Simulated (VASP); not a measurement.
# Li31Cl32 (a cell with a defect) in VASP: notebook, part 2 of 2

VASP 6.6.1. The steps go on from the part before.

## 3. Single point, PBEsol

File INCAR:

```
SYSTEM = Li31Cl32
  PREC = Accurate
  ENCUT = 650
  EDIFF = 1E-6
  ISMEAR = -1
  SIGMA = 0.05
  LREAL = Auto
  LASPH = .TRUE.
  NELM = 120
  ALGO = Normal
  ISIF = 2
  LWAVE = .FALSE.
  LCHARG = .FALSE.
  GGA = PS
  NELECT = 316.0
  ISYM = -1
  NBANDS = 196
  GGA_COMPAT = .FALSE.
```

File KPOINTS:

```
explicit points
1
Reciprocal
  0.25000000   0.25000000   0.25000000 1
```

File POSCAR:

```
Li31Cl32
1.0
   10.1327090000      0.0000000000      0.0000000000
    0.0000000000     10.1327090000      0.0000000000
    0.0000000000      0.0000000000     10.1327090000
Cl Li
32 31
Direct
    0.2501180000      0.0003220000      0.0002690000
    0.2493210000      0.0002610000      0.5000300000
    0.2493910000      0.5002750000      0.0001080000
    0.2446980000      0.5000740000      0.5002230000
    0.7500950000      0.0007650000      0.0004610000
    0.7508560000      0.0007760000      0.5005970000
    0.7510510000      0.5006740000      0.0006410000
    0.7559200000      0.5008430000      0.5004230000
    0.0000230000      0.2506370000      0.0001660000
    0.9999280000      0.2497160000      0.5000330000
    0.0002510000      0.7505230000      0.0005120000
    0.0005460000      0.7513440000      0.5003620000
    0.4998560000      0.2497110000      0.0000660000
    0.5000690000      0.2447400000      0.5003460000
    0.5001470000      0.7513220000      0.0008200000
    0.5002890000      0.7562140000      0.5005920000
    0.9999320000      0.0005860000      0.2504450000
    0.0004610000      0.0006040000      0.7502600000
    0.9998330000      0.5005790000      0.2494310000
    0.0007210000      0.5006020000      0.7511570000
    0.4999540000      0.0000140000      0.2496820000
    0.5003760000      0.0008620000      0.7512400000
    0.4999700000      0.5005900000      0.2446910000
    0.5005900000      0.5004010000      0.7562660000
    0.2498190000      0.2500830000      0.2497340000
    0.2502640000      0.2502170000      0.7500090000
    0.2498480000      0.7502290000      0.2503720000
    0.2505160000      0.7505780000      0.7505010000
    0.7497640000      0.2505080000      0.2502170000
    0.7505010000      0.2509830000      0.7503620000
    0.7502120000      0.7505940000      0.2506980000
    0.7506050000      0.7510030000      0.7507530000
    0.0001890000      0.0005820000      0.0004820000
    0.0000150000      0.0005960000      0.5002900000
    0.0003360000      0.5006760000      0.0003540000
    0.0003570000      0.5003510000      0.5002050000
    0.5004000000      0.0003380000      0.0003900000
    0.5003020000      0.0005090000      0.5005700000
    0.5002730000      0.5008930000      0.0004790000
    0.2503290000      0.2507090000      0.0002000000
    0.2547810000      0.2546230000      0.4993800000
    0.2505040000      0.7496960000      0.0003870000
    0.2551710000      0.7446970000      0.5009530000
    0.7493720000      0.2512230000      0.0006180000
    0.7448920000      0.2561300000      0.4998940000
    0.7492890000      0.7503220000      0.0000780000
    0.7457450000      0.7461640000      0.5012250000
    0.2503690000      0.0003390000      0.2505690000
    0.2508970000      0.0003390000      0.7497020000
    0.2546070000      0.4997870000      0.2550740000
    0.2560870000      0.5001300000      0.7448750000
    0.7496300000      0.0008490000      0.2508770000
    0.7498840000      0.0004530000      0.7502830000
    0.7446340000      0.5008140000      0.2559200000
    0.7459250000      0.5018710000      0.7458440000
    0.9999420000      0.2516080000      0.2506370000
    0.0005870000      0.2510740000      0.7494320000
    0.9999710000      0.7503410000      0.2508850000
    0.0001400000      0.7497870000      0.7498460000
    0.4993830000      0.2552820000      0.2554140000
    0.5004440000      0.2554950000      0.7450370000
    0.5000040000      0.7452480000      0.2556080000
    0.5010660000      0.7462060000      0.7461180000
```

Potentials or basis: VASP PAW PBE potentials, release 64 (Cl, Li_sv).

Run with:

```bash
$ cat potpaw_PBE.64/Cl/POTCAR potpaw_PBE.64/Li_sv/POTCAR > POTCAR
$ mpirun -np 1 vasp_std > vasp.out
```

OUTCAR:

```text
SYSTEM = Li31Cl32
   PREC = Accurate
   ENCUT = 650
   EDIFF = 1E-6
   ISMEAR = -1
   LREAL = Auto
   LASPH = .TRUE.
   NELM = 120
   ISIF = 2
   GGA = PS
   NELECT = 316.0
   ISYM = -1

 ion  position               nearest neighbor table
   1  0.250  0.000  0.000-  33 2.53  37 2.54  48 2.54  40 2.54  49 2.54  42 2.54
   2  0.249  0.000  0.500-  34 2.53  48 2.53  49 2.53  38 2.54  41 2.58  43 2.59
   3  0.249  0.500  0.000-  35 2.52  42 2.53  40 2.53  39 2.54  50 2.58  51 2.59
   4  0.245  0.500  0.500-  36 2.48  43 2.48  51 2.48  50 2.49  41 2.49
   5  0.750  0.001  0.000-  37 2.53  33 2.53  53 2.53  52 2.54  46 2.54  44 2.54
   6  0.751  0.001  0.501-  34 2.52  53 2.53  52 2.53  38 2.54  47 2.58  45 2.59
   7  0.751  0.501  0.001-  35 2.53  44 2.53  46 2.53  39 2.54  55 2.58  54 2.59
   8  0.756  0.501  0.500-  36 2.48  54 2.48  45 2.48  47 2.49  55 2.49
   9  0.000  0.251  0.000-  35 2.53  33 2.53  40 2.54  56 2.54  44 2.54  57 2.54
  10  1.000  0.250  0.500-  34 2.52  56 2.53  57 2.53  36 2.54  41 2.58  45 2.59
  11  0.000  0.751  0.001-  35 2.53  33 2.53  42 2.54  58 2.54  59 2.54  46 2.54
  12  0.001  0.751  0.500-  34 2.53  58 2.53  59 2.53  36 2.54  43 2.58  47 2.58
  13  0.500  0.250  0.000-  37 2.53  44 2.53  40 2.53  39 2.55  61 2.58  60 2.59
  14  0.500  0.245  0.500-  38 2.47  61 2.48  45 2.48  60 2.48  41 2.49
  15  0.500  0.751  0.001-  37 2.52  46 2.52  42 2.53  39 2.54  63 2.58  62 2.58
  16  0.500  0.756  0.501-  38 2.48  62 2.48  43 2.49  47 2.49  63 2.49
  17  1.000  0.001  0.250-  34 2.53  33 2.53  58 2.54  52 2.54  48 2.54  56 2.54
[... 44 lines left out ...]
  62  0.500  0.745  0.256-  23 2.48  16 2.48  27 2.54  31 2.54  21 2.58  15 2.58
  63  0.501  0.746  0.746-  16 2.49  24 2.49  32 2.53  28 2.54  22 2.58  15 2.58

IMPORTANT INFORMATION: All symmetrisations will be switched off!
NOSYMM: (Re-)initialisation of all symmetry stuff for point group C_1.

----------------------------------------------------------------------------------------

                                     Primitive cell

  volume of cell :    1040.3434

  direct lattice vectors                    reciprocal lattice vectors
    10.132709000  0.000000000  0.000000000     0.098690291  0.000000000  0.000000000
     0.000000000 10.132709000  0.000000000     0.000000000  0.098690291  0.000000000
     0.000000000  0.000000000 10.132709000     0.000000000  0.000000000  0.098690291

  length of vectors
    10.132709000 10.132709000 10.132709000     0.098690291  0.098690291  0.098690291

[... 193 lines left out ...]
  volume of cell :     1040.34
 maximum number of plane-waves:     39213
 NGX is ok and might be reduce to    84
   NGX = 43   NGY = 43   NGZ = 43

 number of electron     315.9999772 magnetization

 Free energy of the ion-electron system (eV)
  ---------------------------------------------------
  ext. energy  EPLUGINS =         0.00000000
  ---------------------------------------------------
  free energy    TOTEN  =      -238.48016046 eV

  energy without entropy =     -238.23128140  energy(sigma->0) =     -238.35572093

 E-fermi :   0.7075     XC(G=0):  -9.0136

 val. band max:        0.6652512237   @ k =   0.2500   0.2500   0.2500
 cond. band min:       7.5875166642   @ k =   0.2500   0.2500   0.2500
 fundamental gap:      6.9222654404
 Fermi energy:         0.7075481684

 k-point     1 :       0.2500    0.2500    0.2500
  band No.  band energies     occupation
      1     -42.0283      2.00000
      2     -42.0266      2.00000
      3     -42.0261      2.00000
      4     -42.0252      2.00000
      5     -42.0249      2.00000
      6     -42.0205      2.00000
[... 162 lines left out ...]
    169       8.5307      0.00000
    170       8.5838      0.00000
 [bands above 170 left out]

------------------------ aborting loop because EDIFF is reached ----------------------------------------

  FORCE on cell =-STRESS in cart. coord.  units (eV):
  Direction    XX          YY          ZZ          XY          YZ          ZX
  --------------------------------------------------------------------------------------
  -------------------------------------------------------------------------------------
  Total       -8.8148915     -8.8190879     -8.8108608      1.1581446      1.1464821      1.1617545
  in kB      -13.5753440    -13.5818066    -13.5691364      1.7835967      1.7656360      1.7891561
  external PRESSURE =     -13.5754290 kB  Pullay stress =       0.0000000 kB

 VOLUME and BASIS-vectors are now :
 -----------------------------------------------------------------------------
  energy-cutoff  :      650.00
  volume of cell :     1040.34
      direct lattice vectors                 reciprocal lattice vectors
    10.132709000  0.000000000  0.000000000     0.098690291  0.000000000  0.000000000
     0.000000000 10.132709000  0.000000000     0.000000000  0.098690291  0.000000000
     0.000000000  0.000000000 10.132709000     0.000000000  0.000000000  0.098690291

 POSITION                                       TOTAL-FORCE (eV/Angst)
 -----------------------------------------------------------------------------------
      2.53437      0.00326      0.00273        -0.006237      0.000016     -0.000904
      2.52630      0.00264      5.06666        -0.001294     -0.002187      0.002582
      2.52701      5.06914      0.00109        -0.002135      0.000342     -0.001664
      2.47945      5.06710      5.06861        -0.019874      0.004193      0.002984
      7.60049      0.00775      0.00467         0.009031     -0.004050      0.001124
      7.60821      0.00786      5.07240         0.007126      0.001581     -0.001347
[... 55 lines left out ...]
      5.06640      7.55138      2.59000        -0.000169      0.010739     -0.005718
      5.07716      7.56109      7.56020        -0.019530      0.006388      0.007492
 -----------------------------------------------------------------------------------
    total drift:                               -0.011764      0.005714      0.001869

  FREE ENERGIE OF THE ION-ELECTRON SYSTEM (eV)
  ---------------------------------------------------
  free  energy   TOTEN  =      -238.4801604595 eV

  energy  without entropy=     -238.2312814003  energy(sigma->0) =     -238.35572093
```

OSZICAR:

```text
N       E                     dE             d eps       ncg     rms          rms(c)
DAV:   1     0.329549567390E+04    0.32955E+04   -0.14867E+05   392   0.188E+03
DAV:   2     0.227499061950E+03   -0.30680E+04   -0.28835E+04   464   0.446E+02
DAV:   3    -0.193697453718E+03   -0.42120E+03   -0.41850E+03   500   0.156E+02
DAV:   4    -0.232092417493E+03   -0.38395E+02   -0.38233E+02   632   0.458E+01
DAV:   5    -0.239424754705E+03   -0.73323E+01   -0.73268E+01   696   0.126E+01    0.130E+01
DAV:   6    -0.238412587050E+03    0.10122E+01   -0.41641E+00   480   0.451E+00    0.893E+00
DAV:   7    -0.238446203461E+03   -0.33616E-01   -0.22816E+00   624   0.248E+00    0.320E+00
DAV:   8    -0.238480563981E+03   -0.34361E-01   -0.42901E-01   544   0.116E+00    0.735E-01
DAV:   9    -0.238478133071E+03    0.24309E-02   -0.12470E-01   624   0.519E-01    0.400E-01
DAV:  10    -0.238478075444E+03    0.57627E-04   -0.20794E-02   608   0.221E-01    0.207E-01
DAV:  11    -0.238479737970E+03   -0.16625E-02   -0.29319E-03   528   0.113E-01    0.802E-02
DAV:  12    -0.238480035082E+03   -0.29711E-03   -0.49150E-04   592   0.464E-02    0.390E-02
DAV:  13    -0.238480138454E+03   -0.10337E-03   -0.16221E-04   480   0.259E-02    0.185E-02
DAV:  14    -0.238480153168E+03   -0.14713E-04   -0.20429E-05   464   0.919E-03    0.121E-02
DAV:  15    -0.238480159038E+03   -0.58706E-05   -0.73534E-06   432   0.548E-03    0.495E-03
DAV:  16    -0.238480160199E+03   -0.11608E-05   -0.14786E-06   368   0.256E-03    0.237E-03
DAV:  17    -0.238480160460E+03   -0.26053E-06   -0.42954E-07   304   0.150E-03
   1 F= -.23848016E+03 E0= -.23835572E+03  d E =-.248879E+00
```

Wall time 9.1 min (1 thread of Intel Xeon Platinum 8259CL at 2.50GHz (Skylake/Cascade Lake), shared host); peak memory 1.1 GiB.

What came out:

| Property | Result |
| --- | --- |
| Free energy | -238.4802 eV |
| Largest force | 0.031 eV/Å |

Forces in eV/Å, atoms in the order of the input:
```
Cl  -0.006  0.000 -0.001
Cl  -0.001 -0.002  0.003
Cl  -0.002  0.000 -0.002
Cl  -0.020  0.004  0.003
Cl   0.009 -0.004  0.001
Cl   0.007  0.002 -0.001
Cl   0.000  0.004 -0.001
Cl   0.014 -0.010  0.001
Cl   0.001 -0.011  0.002
Cl   0.000 -0.003  0.000
Cl  -0.005  0.010 -0.005
Cl  -0.004  0.003  0.003
Cl   0.004 -0.006  0.004
Cl   0.004 -0.017 -0.002
Cl   0.003  0.007 -0.005
Cl  -0.007  0.008 -0.003
Cl   0.001  0.002 -0.013
Cl  -0.005 -0.003  0.009
Cl   0.003 -0.003 -0.001
Cl  -0.002  0.002 -0.001
Cl   0.000  0.007 -0.007
Cl   0.001 -0.004  0.006
Cl   0.003 -0.005 -0.017
Cl  -0.007  0.003  0.006
Cl   0.000  0.003  0.005
Cl  -0.001  0.001 -0.002
Cl   0.002 -0.004 -0.002
Cl   0.001 -0.003 -0.002
Cl  -0.001  0.000  0.001
Cl  -0.002 -0.003  0.000
Cl  -0.002  0.007 -0.002
Cl  -0.001 -0.003  0.000
Li   0.002  0.003  0.000
Li   0.002  0.000  0.003
Li   0.000  0.001  0.001
Li   0.000  0.003  0.002
Li  -0.004  0.006  0.003
Li   0.000  0.002  0.001
Li   0.000 -0.005  0.003
Li   0.008  0.006 -0.011
Li  -0.011 -0.009  0.017
Li   0.005 -0.002  0.004
Li  -0.005  0.015 -0.008
Li  -0.003  0.006 -0.005
Li   0.009 -0.011  0.009
Li   0.003 -0.004  0.021
Li   0.008  0.010 -0.022
Li   0.006 -0.011  0.006
Li   0.003  0.004 -0.004
Li  -0.010  0.016 -0.014
Li  -0.011  0.001  0.013
Li  -0.006 -0.003  0.008
Li  -0.001  0.021 -0.007
Li   0.011  0.000 -0.012
Li   0.009 -0.028  0.010
Li  -0.010 -0.003  0.004
Li  -0.003  0.004  0.000
Li   0.001 -0.004  0.005
Li   0.016  0.002 -0.001
Li   0.013 -0.011 -0.015
Li   0.000 -0.007  0.012
Li   0.000  0.011 -0.006
Li  -0.020  0.006  0.007
```

Caveat: the cell carries a net charge on a neutralising background, which shifts energy and pressure; the cell is charged against a uniform background, so pressure and absolute levels hang on convention; the PAW data sets were made with another functional, which shifts forces and pressure a little.
